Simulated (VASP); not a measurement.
# Pt (Im-3m) in VASP: single point with r2SCAN+D4

Aim: the single point of Pt with r2SCAN+D4.

Program: VASP 6.6.1. These are calculated values, not measurements. Logs are shortened: lines on timing, memory, paths and dates and some standing lists are left out, and cuts for length are marked.

## 1. The cell of the first run

Symmetry: Im-3m, No. 229, cubic system. The conventional cell has a = 3.168 Å, b = 3.168 Å, c = 3.168 Å, α = 90.00°, β = 90.00°, γ = 90.00°. Within 3.6 Å of Pt (site symmetry m-3m) lie 14 Pt at 2.74 to 3.17 Å.

## 2. Single point, r2SCAN+D4

The input, POSCAR:

```
Pt
1.0
   -1.5842200000      1.5842200000      1.5842200000
    1.5842200000     -1.5842200000      1.5842200000
    1.5842200000      1.5842200000     -1.5842200000
Pt
1
Direct
    0.0000000000      0.0000000000      0.0000000000
```

The input, INCAR.step1:

```
SYSTEM = Pt
PREC = Accurate ; ENCUT = 520
ISMEAR = 1 ; SIGMA = 0.02
LREAL = .FALSE. ; LASPH = .TRUE.
NELM = 100 ; NBANDS = 11
GGA = PE ; ALGO = Normal
EDIFF = 1E-4 ; LWAVE = .TRUE.
LCHARG = .FALSE.
```

The input, INCAR.step2:

```
SYSTEM = Pt
PREC = Accurate ; ENCUT = 520
EDIFF = 1E-7 ; ISMEAR = 1
SIGMA = 0.02 ; LREAL = .FALSE.
LASPH = .TRUE. ; NELM = 100
ALGO = Normal ; ISIF = 2
LWAVE = .FALSE. ; LCHARG = .TRUE.
METAGGA = R2SCAN ; LMIXTAU = .TRUE.
IVDW = 13 ; VDW_S6 = 1.0
VDW_S8 = 0.6018749 ; VDW_A1 = 0.51559235
VDW_A2 = 5.77342911 ; LELF = .TRUE.
LVHAR = .TRUE. ; NBANDS = 11
ISTART = 1
```

The input, KPOINTS:

```
regular mesh
0
G
  6 6 6
  0 0 0
```

Potentials or basis: VASP PAW PBE potentials, release 64 (Pt).

On the command line:

```bash
> cat potpaw_PBE.64/Pt/POTCAR > POTCAR
> cp INCAR.step1 INCAR
> mpirun -np 1 vasp_std > vasp.out
> cp INCAR.step2 INCAR
> mpirun -np 1 vasp_std > vasp.out
```

OUTCAR:

```text
SYSTEM = Pt
   PREC = Accurate
   ENCUT = 520
   EDIFF = 1E-7
   ISMEAR = 1
   LREAL = .FALSE.
   LASPH = .TRUE.
   NELM = 100
   ISIF = 2
   METAGGA = R2SCAN
   IVDW = 13
   ISTART = 1

 ion  position               nearest neighbor table
   1  0.000  0.000  0.000-

  LATTYP: Found a body centered cubic cell.
 ALAT       =     3.1684400000

  Lattice vectors:

 A1 = (  -1.5842200000,   1.5842200000,   1.5842200000)
 A2 = (   1.5842200000,  -1.5842200000,   1.5842200000)
 A3 = (   1.5842200000,   1.5842200000,  -1.5842200000)

Analysis of symmetry for initial positions (statically):
=====================================================================
 Subroutine PRICEL returns:
 Original cell was already a primitive cell.

 Routine SETGRP: Setting up the symmetry group for a
 body centered cubic supercell.

 Subroutine GETGRP returns: Found 48 space group operations
 (whereof 48 operations were pure point group operations)
 out of a pool of 48 trial point group operations.

The static configuration has the point symmetry O_h .

Analysis of symmetry for dynamics (positions and initial velocities):
=====================================================================
 Subroutine PRICEL returns:
 Original cell was already a primitive cell.

 Routine SETGRP: Setting up the symmetry group for a
 body centered cubic supercell.

 Subroutine GETGRP returns: Found 48 space group operations
 (whereof 48 operations were pure point group operations)
 out of a pool of 48 trial point group operations.

The dynamic configuration has the point symmetry O_h .

 Subroutine INISYM returns: Found 48 space group operations
 (whereof 48 operations are pure point group operations),
 and found     1 'primitive' translations

----------------------------------------------------------------------------------------

                                     Primitive cell

  volume of cell :      15.9040

  direct lattice vectors                    reciprocal lattice vectors
    -1.584220000  1.584220000  1.584220000     0.000000000  0.315612731  0.315612731
     1.584220000 -1.584220000  1.584220000     0.315612731  0.000000000  0.315612731
     1.584220000  1.584220000 -1.584220000     0.315612731  0.315612731  0.000000000

  length of vectors
     2.743949530  2.743949530  2.743949530     0.446343804  0.446343804  0.446343804

  position of ions in fractional coordinates (direct lattice)
     0.000000000  0.000000000  0.000000000

  ion indices of the primitive-cell ions
   primitive index   ion index
                 1           1

----------------------------------------------------------------------------------------

 KPOINTS: regular mesh

Automatic generation of k-mesh.
 Grid dimensions read from file:
 generate k-points for:    6    6    6

 Generating k-lattice:

  Cartesian coordinates                     Fractional coordinates (reciprocal lattice)
     0.000000000  0.052602122  0.052602122     0.166666667  0.000000000  0.000000000
     0.052602122  0.000000000  0.052602122     0.000000000  0.166666667  0.000000000
     0.052602122  0.052602122  0.000000000     0.000000000  0.000000000  0.166666667

  Length of vectors
     0.074390634  0.074390634  0.074390634

  Shift w.r.t. Gamma in fractional coordinates (k-lattice)
     0.000000000  0.000000000  0.000000000

 Subroutine IBZKPT returns following result:
 ===========================================

 Found     16 irreducible k-points:

 Following reciprocal coordinates:
            Coordinates               Weight
  0.000000  0.000000  0.000000      1.000000
  0.166667  0.000000  0.000000     12.000000
  0.333333  0.000000  0.000000     12.000000
  0.500000  0.000000  0.000000      6.000000
  0.166667  0.166667  0.000000     24.000000
  0.333333  0.166667  0.000000     48.000000
[... 8 lines left out ...]
  0.500000  0.500000  0.333333     12.000000
  0.500000  0.500000  0.500000      1.000000
   k-points           NKPTS =     16   k-points in BZ     NKDIM =     16   number of bands    NBANDS=     11
   number of dos      NEDOS =    301   number of ions     NIONS =      1
   total plane-waves  NPLWV =   8000
   dimension x,y,z NGX =    20 NGY =   20 NGZ =   20
   dimension x,y,z NGXF=    40 NGYF=   40 NGZF=   40
   ions per type =               1
   NGX,Y,Z   is equivalent  to a cutoff of  12.12, 12.12, 12.12 a.u.
   NGXF,Y,Z  is equivalent  to a cutoff of  24.23, 24.23, 24.23 a.u.
 SYSTEM =  Pt
   PREC   = accura    normal or accurate (medium, high low for compatibility)
   ISTART =      1    job   : 0-new  1-cont  2-samecut
   ICHARG =      0    charge: 1-file 2-atom 10-const
   ISPIN  =      1    spin polarized calculation?
   LNONCOLLINEAR =      F non collinear calculations
   LSORBIT =      F    spin-orbit coupling
   LASPH  =      T    aspherical Exc in radial PAW
   ENCUT  =  520.0 eV  38.22 Ry    6.18 a.u.   5.10  5.10  5.10*2*pi/ulx,y,z
   NELM   =    100;   NELMIN=  2; NELMDL=  0     # of ELM steps
   EDIFF  = 0.1E-06   stopping-criterion for ELM
   LREAL  =      F    real-space projection
   EDIFFG = 0.1E-05   stopping-criterion for IOM
   NSW    =      0    number of steps for IOM
   IBRION =     -1    ionic relax: 0-MD 1-quasi-New 2-CG
   NFREE  =      0    steps in history (QN), initial steepest desc. (CG)
   ISIF   =      2    stress and relaxation
   ISYM   =      2    0-nonsym 1-usesym 2-fastsym
   POTIM  = 0.5000    time-step for ionic-motion
   TEBEG  =    0.0;   TEEND  =   0.0 temperature during run
   PSTRESS=    0.0 pullay stress
   NELECT =      10.0000    total number of electrons
   NUPDOWN=      -1.0000    fix difference up-down
   EMIN   =  10.00;   EMAX   =-10.00  energy-range for DOS
   EFERMI =   0.00;   METHOD = LEGACY
   ISMEAR =     1;   SIGMA  =   0.02  broadening in eV -4-tet -1-fermi 0-gaus
   EFERMI_NEDOS =   21; number of points for ismear=-14 and -15
   IALGO  =     38    algorithm
   IMIX   =      4    mixing-type and parameters
     AMIX     =   0.40;   BMIX     =  1.00
     AMIX_MAG =   1.60;   BMIX_MAG =  1.00
  volume/ion in A,a.u.               =      15.90       107.33
  Fermi-wavevector in a.u.,A,eV,Ry     =   1.402510  2.650360 26.763132  1.967035
  Thomas-Fermi vector in A             =   2.525265
   LORBIT       =      0    0 simple, 1 ext, 2 COOP (PROOUT), +10 PAW based schemes
   METAGGA = R2SCAN    functional components
   LHFCALC =     F    Hartree Fock is set to
   AEXX    =    0.0000 exact exchange contribution
   IVDW    =    13    specifies the selected vdW correction
   LEPSILON=     F    determine dielectric tensor
   LRPA    =     F    only Hartree local field effects (RPA)
 non-spin polarized calculation
 Methfessel and Paxton  Order N= 1 SIGMA  =   0.02
  energy-cutoff  :      520.00
  volume of cell :       15.90
 maximum number of plane-waves:       438
   NGX = 11   NGY = 11   NGZ = 11

 number of electron      10.0000000 magnetization

 Free energy of the ion-electron system (eV)
  ---------------------------------------------------
  ext. energy  EPLUGINS =         0.00000000
  ---------------------------------------------------
  free energy    TOTEN  =       -51.39761680 eV

  energy without entropy =      -51.39748547  energy(sigma->0) =      -51.39757302

 E-fermi :   9.7168     XC(G=0): -14.2142

 val. band max:        9.4489572935   @ k =   0.3333   0.0000   0.0000
 cond. band min:       9.7286039796   @ k =  -0.3333   0.5000   0.1667
 fundamental gap:      0.2796466862
 Fermi energy:         9.7167519629

 k-point     1 :       0.0000    0.0000    0.0000
  band No.  band energies     occupation
      1       0.1883      2.00000
      2       6.3006      2.00000
      3       6.3006      2.00000
      4       6.3006      2.00000
      5       8.7824      2.00000
      6       8.7824      2.00000
      7      27.9381      0.00000
      8      27.9381      0.00000
      9      27.9381      0.00000
     10      38.2340      0.00000
     11      38.2341      0.00000

 k-point     2 :       0.1667    0.0000    0.0000
  band No.  band energies     occupation
      1       1.2902      2.00000
      2       5.8976      2.00000
      3       6.2795      2.00000
      4       7.2066      2.00000
      5       8.4095      2.00000
      6       8.8199      2.00000
      7      27.6871      0.00000
      8      27.9207      0.00000
      9      29.5566      0.00000
     10      33.4095      0.00000
     11      33.6610      0.00000

 k-point     3 :       0.3333    0.0000    0.0000
  band No.  band energies     occupation
      1       3.0588      2.00000
      2       5.1756      2.00000
      3       7.1832      2.00000
      4       8.5441      2.00000
      5       8.9737      2.00000
      6       9.4490      2.00000
      7      21.4182      0.00000
      8      25.3320      0.00000
      9      29.3765      0.00000
     10      33.3820      0.00000
     11      34.2760      0.00000

 k-point     4 :       0.5000    0.0000    0.0000
  band No.  band energies     occupation
      1       3.1580      2.00000
      2       4.8480      2.00000
      3       8.6128      2.00000
      4       9.0953      2.00000
      5      10.3245      0.00000
      6      10.9631      0.00000
      7      16.4261      0.00000
      8      23.9072      0.00000
      9      26.4085      0.00000
     10      35.0701      0.00000
     11      35.7571      0.00000
[... 127 lines left out ...]
 k-point    14 :      -0.3333    0.3333    0.3333
  band No.  band energies     occupation
      1       4.6451      2.00000
      2       4.6919      2.00000
      3       8.1438      2.00000
      4       8.1438      2.00000
      5       9.2162      2.00000
      6      11.8241      0.00000
      7      22.9216      0.00000
      8      22.9216      0.00000
      9      25.0331      0.00000
     10      28.9607      0.00000
     11      34.4829      0.00000

 k-point    15 :       0.5000    0.5000    0.3333
  band No.  band energies     occupation
      1       4.1377      2.00000
      2       4.3565      2.00000
      3       8.3859      2.00000
      4       8.7536      2.00000
      5      10.5594      0.00000
      6      16.6511      0.00000
      7      16.7412      0.00000
      8      20.5104      0.00000
      9      26.8686      0.00000
     10      30.0232      0.00000
     11      30.4897      0.00000

 k-point    16 :       0.5000    0.5000    0.5000
  band No.  band energies     occupation
      1       3.6305      2.00000
      2       3.6305      2.00000
      3      10.4304      0.00000
      4      10.4304      0.00000
      5      10.4304      0.00000
      6      17.9493      0.00000
      7      17.9493      0.00000
      8      17.9493      0.00000
      9      23.1945      0.00000
     10      29.6194      0.00000
     11      29.6194      0.00000

------------------------ aborting loop because EDIFF is reached ----------------------------------------

  DFT-D4 for vdW energy calculation

  Edisp (eV):   -0.24440

  FORCE on cell =-STRESS in cart. coord.  units (eV):
  Direction    XX          YY          ZZ          XY          YZ          ZX
  --------------------------------------------------------------------------------------
  -------------------------------------------------------------------------------------
  Total      -0.75999    -0.75999    -0.75999    -0.00000    -0.00000     0.00000
  in kB     -76.56140   -76.56140   -76.56140    -0.00000    -0.00000     0.00000
  external pressure =      -76.56 kB  Pullay stress =        0.00 kB

 VOLUME and BASIS-vectors are now :
 -----------------------------------------------------------------------------
  energy-cutoff  :      520.00
  volume of cell :       15.90
      direct lattice vectors                 reciprocal lattice vectors
    -1.584220000  1.584220000  1.584220000     0.000000000  0.315612731  0.315612731
     1.584220000 -1.584220000  1.584220000     0.315612731  0.000000000  0.315612731
     1.584220000  1.584220000 -1.584220000     0.315612731  0.315612731  0.000000000

 POSITION                                       TOTAL-FORCE (eV/Angst)
 -----------------------------------------------------------------------------------
      0.00000      0.00000      0.00000         0.000000      0.000000     -0.000000
 -----------------------------------------------------------------------------------
    total drift:                                0.000000     -0.000000      0.000000

  FREE ENERGIE OF THE ION-ELECTRON SYSTEM (eV)
  ---------------------------------------------------
  free  energy   TOTEN  =       -51.6420170800 eV

  energy  without entropy=      -51.6418857474  energy(sigma->0) =      -51.64197330
```

Run time: 27 s. Hardware: 1 thread of Intel Xeon Platinum 8259CL at 2.50GHz (Skylake/Cascade Lake), shared host; peak memory 0.13 GiB.

What came out:

| Item | Value |
| --- | --- |
| Free energy | -51.6420 eV |
| Pressure | -7.7 GPa |
| Band gap on the k mesh | zero (band 5 reaches 10.83 eV, above the bottom of band 6 at 8.78 eV) |
| Dispersion energy per atom | -0.244 eV |

Caveat: the k points lie up to 0.47 Å⁻¹ apart; the PAW data sets were made with another functional, which shifts forces and pressure a little; spin-orbit coupling is left out, which moves the levels of the heavy elements; pairwise dispersion overbinds metals, which lowers pressure and volume.
